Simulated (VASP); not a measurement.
# SiC (P6_3mc) in VASP: notebook

The runs below take SiC through single point, with PBEsol.

Everything below comes from runs of VASP 6.6.1. Logs are shortened: lines on timing, memory, paths and dates and some standing lists are left out, and cuts for length are marked.

**1. The cell of the first run**

It takes space group P6_3mc (No. 186, hexagonal). Conventional cell: a = 3.150 Å, b = 3.150 Å, c = 10.345 Å, α = 90.00°, β = 90.00°, γ = 120.00°. Within 2.6 Å of Si (site symmetry 3m) lie 4 C at 1.93 to 1.94 Å. Within 2.6 Å of Si (site symmetry 3m) lie 4 C at 1.93 to 1.94 Å. Within 2.6 Å of C (site symmetry 3m) lie 4 Si at 1.93 to 1.94 Å. Within 2.6 Å of C (site symmetry 3m) lie 4 Si at 1.93 to 1.94 Å.

**2. Single point, PBEsol**

INCAR

```
SYSTEM = SiC
PREC = Accurate ; ENCUT = 520
EDIFF = 1E-6 ; ISMEAR = 0
SIGMA = 0.05 ; LREAL = .False.
LASPH = .True. ; NELM = 80
ALGO = Normal ; ISIF = 2
LWAVE = .False. ; LCHARG = .True.
GGA = PS ; LELF = .True.
LVHAR = .True. ; NBANDS = 26
```

KPOINTS

```
Automatic mesh
0
Gamma
  12 12 4
  0 0 0
```

POSCAR

```
SiC
1.0
    3.1499000000      0.0000000000      0.0000000000
   -1.5749500000      2.7278934194      0.0000000000
    0.0000000000      0.0000000000     10.3445000000
Si C
4 4
Direct
    0.6666666667      0.3333333333      0.9378278494
    0.3333333333      0.6666666667      0.4378278494
    0.0000000000      0.0000000000      0.6878973398
    0.0000000000      0.0000000000      0.1878973398
    0.6666666667      0.3333333333      0.7498191768
    0.3333333333      0.6666666667      0.2498191768
    0.0000000000      0.0000000000      0.5004546340
    0.0000000000      0.0000000000      0.0004546340
```

Potentials or basis: VASP PAW PBE potentials, release 64 (Si, C).

Launch:

```
> cat potpaw_PBE.64/Si/POTCAR potpaw_PBE.64/C/POTCAR > POTCAR
> mpirun -np 1 vasp_std > vasp.out
```

OUTCAR:

```text
SYSTEM = SiC
   PREC = Accurate
   ENCUT = 520
   EDIFF = 1E-6
   ISMEAR = 0
   LREAL = .False.
   LASPH = .True.
   NELM = 80
   ISIF = 2
   GGA = PS

 ion  position               nearest neighbor table
   1  0.667  0.333  0.938-   8 1.93   8 1.93   8 1.93   5 1.94
   2  0.333  0.667  0.438-   7 1.93   7 1.93   7 1.93   6 1.94
   3  0.000  0.000  0.688-   5 1.93   5 1.93   5 1.93   7 1.94
   4  0.000  0.000  0.188-   6 1.93   6 1.93   6 1.93   8 1.94
   5  0.667  0.333  0.750-   3 1.93   3 1.93   3 1.93   1 1.94
   6  0.333  0.667  0.250-   4 1.93   4 1.93   4 1.93   2 1.94
   7  0.000  0.000  0.500-   2 1.93   2 1.93   2 1.93   3 1.94
   8  0.000  0.000  0.000-   1 1.93   1 1.93   1 1.93   4 1.94

  LATTYP: Found a hexagonal cell.
 ALAT       =     3.1499000000
 C/A-ratio  =     3.2840725102

  Lattice vectors:

 A1 = (   3.1499000000,   0.0000000000,   0.0000000000)
 A2 = (  -1.5749500000,   2.7278934194,   0.0000000000)
 A3 = (   0.0000000000,   0.0000000000,  10.3445000000)

Analysis of symmetry for initial positions (statically):
=====================================================================
 Subroutine PRICEL returns:
 Original cell was already a primitive cell.

 Routine SETGRP: Setting up the symmetry group for a
 hexagonal supercell.

 Subroutine GETGRP returns: Found 12 space group operations
 (whereof  6 operations were pure point group operations)
 out of a pool of 24 trial point group operations.

The static configuration has the point symmetry C_3v.
 The point group associated with its full space group is C_6v.

Analysis of symmetry for dynamics (positions and initial velocities):
=====================================================================
 Subroutine PRICEL returns:
 Original cell was already a primitive cell.

 Routine SETGRP: Setting up the symmetry group for a
 hexagonal supercell.

 Subroutine GETGRP returns: Found 12 space group operations
 (whereof  6 operations were pure point group operations)
 out of a pool of 24 trial point group operations.

The dynamic configuration has the point symmetry C_3v.
 The point group associated with its full space group is C_6v.

 Subroutine INISYM returns: Found 12 space group operations
 (whereof  6 operations are pure point group operations),
 and found     1 'primitive' translations

----------------------------------------------------------------------------------------

                                     Primitive cell
[... 103 lines left out ...]
   EDIFF  = 0.1E-05   stopping-criterion for ELM
   LREAL  =      F    real-space projection
   EDIFFG = 0.1E-04   stopping-criterion for IOM
   NSW    =      0    number of steps for IOM
   IBRION =     -1    ionic relax: 0-MD 1-quasi-New 2-CG
   NFREE  =      0    steps in history (QN), initial steepest desc. (CG)
   ISIF   =      2    stress and relaxation
   ISYM   =      2    0-nonsym 1-usesym 2-fastsym
   POTIM  = 0.5000    time-step for ionic-motion
   TEBEG  =    0.0;   TEEND  =   0.0 temperature during run
   PSTRESS=    0.0 pullay stress
   NELECT =      32.0000    total number of electrons
   NUPDOWN=      -1.0000    fix difference up-down
   EMIN   =  10.00;   EMAX   =-10.00  energy-range for DOS
   EFERMI =   0.00;   METHOD = LEGACY
   ISMEAR =     0;   SIGMA  =   0.05  broadening in eV -4-tet -1-fermi 0-gaus
   EFERMI_NEDOS =   21; number of points for ismear=-14 and -15
   IALGO  =     38    algorithm
   IMIX   =      4    mixing-type and parameters
     AMIX     =   0.40;   BMIX     =  1.00
     AMIX_MAG =   1.60;   BMIX_MAG =  1.00
  volume/ion in A,a.u.               =      11.11        74.98
  Fermi-wavevector in a.u.,A,eV,Ry     =   1.164609  2.200793 18.453785  1.356315
  Thomas-Fermi vector in A             =   2.301145
   LORBIT       =      0    0 simple, 1 ext, 2 COOP (PROOUT), +10 PAW based schemes
   GGA     = PS    functional components
   LHFCALC =     F    Hartree Fock is set to
   AEXX    =    0.0000 exact exchange contribution
   IVDW    =     0    specifies the selected vdW correction
   LEPSILON=     F    determine dielectric tensor
   LRPA    =     F    only Hartree local field effects (RPA)
 non-spin polarized calculation
 Gauss-broadening in eV      SIGMA  =   0.05
  energy-cutoff  :      520.00
  volume of cell :       88.89
 maximum number of plane-waves:      2414
 NGX is ok and might be reduce to    24
   NGX = 11   NGY = 11   NGZ = 39

 number of electron      32.0000000 magnetization

 Free energy of the ion-electron system (eV)
  ---------------------------------------------------
  ext. energy  EPLUGINS =         0.00000000
  ---------------------------------------------------
  free energy    TOTEN  =       -63.39769849 eV

  energy without entropy =      -63.39769849  energy(sigma->0) =      -63.39769849

 E-fermi :   7.5936     XC(G=0): -11.1978

 val. band max:        7.3424266532   @ k =   0.0000   0.0000   0.0000
 cond. band min:       9.4179586587   @ k =   0.5000   0.0000   0.0000
 fundamental gap:      2.0755320056
 Fermi energy:         7.5936307639

 k-point     1 :       0.0000    0.0000    0.0000
  band No.  band energies     occupation
      1      -7.6080      2.00000
      2      -6.4966      2.00000
      3      -6.4668      2.00000
      4      -4.2878      2.00000
      5      -0.9478      2.00000
      6       3.0422      2.00000
[... 685 lines left out ...]
     25      15.3721      0.00000
     26      16.1308      0.00000

 [... further k-points ...]
[... 5 lines left out ...]
  --------------------------------------------------------------------------------------
  -------------------------------------------------------------------------------------
  Total       -7.3423383     -7.3423383     -8.0506066      0.0000000      0.0000000      0.0000000
  in kB     -132.3461480   -132.3461480   -145.1127325      0.0000000      0.0000000      0.0000000
  external PRESSURE =    -136.6016762 kB  Pullay stress =       0.0000000 kB

 VOLUME and BASIS-vectors are now :
 -----------------------------------------------------------------------------
  energy-cutoff  :      520.00
  volume of cell :       88.89
      direct lattice vectors                 reciprocal lattice vectors
     3.149900000  0.000000000  0.000000000     0.317470396  0.183291619  0.000000000
    -1.574950000  2.727893419  0.000000000     0.000000000  0.366583237  0.000000000
     0.000000000  0.000000000 10.344500000     0.000000000  0.000000000  0.096669728

 POSITION                                       TOTAL-FORCE (eV/Angst)
 -----------------------------------------------------------------------------------
      1.57495      0.90930      9.70136        -0.000000      0.000000      0.006491
     -0.00000      1.81860      4.52911         0.000000     -0.000000      0.006491
      0.00000      0.00000      7.11595        -0.000000      0.000000     -0.026042
      0.00000      0.00000      1.94370         0.000000     -0.000000     -0.026042
      1.57495      0.90930      7.75650        -0.000000      0.000000      0.005774
     -0.00000      1.81860      2.58425        -0.000000     -0.000000      0.005774
      0.00000      0.00000      5.17695         0.000000      0.000000      0.013777
      0.00000      0.00000      0.00470        -0.000000      0.000000      0.013777
 -----------------------------------------------------------------------------------
    total drift:                               -0.000000     -0.000000      0.000476

  FREE ENERGIE OF THE ION-ELECTRON SYSTEM (eV)
  ---------------------------------------------------
  free  energy   TOTEN  =       -63.3976984888 eV

  energy  without entropy=      -63.3976984888  energy(sigma->0) =      -63.39769849
```

stdout:

```text
POSCAR found type information on POSCAR SiC
 POSCAR found :  2 types and       8 ions
 scaLAPACK will be used
 -----------------------------------------------------------------------------
|                                                                             |
|                                                                             |
|     You enforced a specific xc type in the INCAR file but a different       |
|     I HOPE YOU KNOW WHAT YOU ARE DOING!                                     |
|                                                                             |
 -----------------------------------------------------------------------------

 LDA part: xc-table for (Slater+PW92), standard interpolation
 POSCAR, INCAR and KPOINTS ok, starting setup
 FFT: planning ... GRIDC
 FFT: planning ... GRID_SOFT
 FFT: planning ... GRID
 WAVECAR not read
 entering main loop
```

It took 2.2 min on 1 thread of AMD EPYC 7R43 (Zen 3), shared host; peak memory 0.22 GiB.

Results:

```
Free energy            : -63.3977 eV
Pressure               : -13.7 GPa
Largest force          : 0.026 eV/Å
Band gap on the k mesh : 2.08 eV, indirect (least direct gap 3.19 eV)
```

Forces in eV/Å, atoms in the order of the input:
```
Si   0.000  0.000  0.006
Si   0.000  0.000  0.006
Si   0.000  0.000 -0.026
Si   0.000  0.000 -0.026
C    0.000  0.000  0.006
C    0.000  0.000  0.006
C    0.000  0.000  0.014
C    0.000  0.000  0.014
```

Stress tensor (GPa, compression positive):
```
-13.23   0.00   0.00
  0.00 -13.23   0.00
  0.00   0.00 -14.51
```

Levels at points of the mesh, in eV from the valence-band top:
```
           k point  band 12  band 13  band 14  band 15  band 16  band 17  band 18  band 19  band 20  band 21
(0.00, 0.00, 0.00)    -0.57    -0.57    -0.07     0.00     0.00     4.46     5.04     5.40     5.64     6.49
(0.50, 0.00, 0.00)    -2.30    -2.28    -2.17    -1.55    -1.11     2.08     2.18     3.90     4.22     4.89
(0.00, 0.00, 0.50)    -1.01    -0.20    -0.20    -0.20    -0.20     4.67     4.67     6.02     6.02     6.61
(0.50, 0.00, 0.50)    -2.90    -2.43    -2.43    -1.52    -1.52     2.48     2.48     3.91     3.91     5.53
```

Caveat: the PAW data sets were made with another functional, which shifts forces and pressure a little. A k mesh can miss the band edges.

**3. Single point, PBEsol**

This run uses another cell than the first one, of 11.16 Å³/atom, 1.005 times its volume.

INCAR

```
ALGO = Normal
EDIFF = 1E-7
ENCUT = 520
GGA = PS
ISIF = 2
ISMEAR = 0
LASPH = T
LCHARG = F
LREAL = F
LWAVE = F
NBANDS = 26
NELM = 60
PREC = Accurate
SIGMA = 0.05
```

KPOINTS

```
k-points
0
Gamma
  12 12 4
```

Changes to POSCAR since step 2:

```diff
@@ -2,5 +2,5 @@
 1.0
-    3.1499000000      0.0000000000      0.0000000000
-   -1.5749500000      2.7278934194      0.0000000000
-    0.0000000000      0.0000000000     10.3445000000
+    3.0780670649      0.0000000000      0.0000000000
+   -1.5390335324      2.6656842728      0.0000000000
+    0.0000000000      0.0000000000     10.8819000000
 Si C
```

Potentials or basis: VASP PAW PBE potentials, release 64 (Si, C).

Launch:

```
> cat potpaw_PBE.64/Si/POTCAR potpaw_PBE.64/C/POTCAR > POTCAR
> mpirun -np 1 vasp_std > vasp.out
```

Wall time 1.8 min (1 thread of Intel Xeon Platinum 8488C (Sapphire Rapids), shared host); peak memory 0.26 GiB.

Results (log left out):

| Quantity | Value |
| --- | --- |
| Free energy | -62.8905 eV |
| Pressure | -12.8 GPa |
| Largest force | 0.237 eV/Å |
| Band gap on the k mesh | 1.69 eV, indirect (least direct gap 3.01 eV) |

Forces in eV/Å, atoms in the order of the input:
```
Si   0.000  0.000 -0.142
Si   0.000  0.000 -0.142
Si   0.000  0.000 -0.237
Si   0.000  0.000 -0.237
C    0.000  0.000  0.213
C    0.000  0.000  0.213
C    0.000  0.000  0.167
C    0.000  0.000  0.167
```

Stress tensor (GPa, compression positive):
```
 -1.94   0.00   0.00
  0.00  -1.94   0.00
  0.00   0.00 -34.59
```

Levels at points of the mesh, in eV from the valence-band top:
```tsv
k point	band 13	band 14	band 15	band 16	band 17	band 18	band 19	band 20
(0.00, 0.00, 0.00)	-0.42	-0.42	0.00	0.00	3.92	5.39	5.79	6.26
(0.50, 0.00, 0.00)	-2.21	-2.21	-1.82	-1.32	1.69	2.20	3.89	4.05
(0.00, 0.00, 0.50)	-0.14	-0.14	-0.14	-0.14	5.37	5.37	5.63	5.63
(0.50, 0.00, 0.50)	-2.60	-2.60	-1.61	-1.61	2.42	2.42	3.71	3.71
```

Caveat: the PAW data sets were made with another functional, which shifts forces and pressure a little.
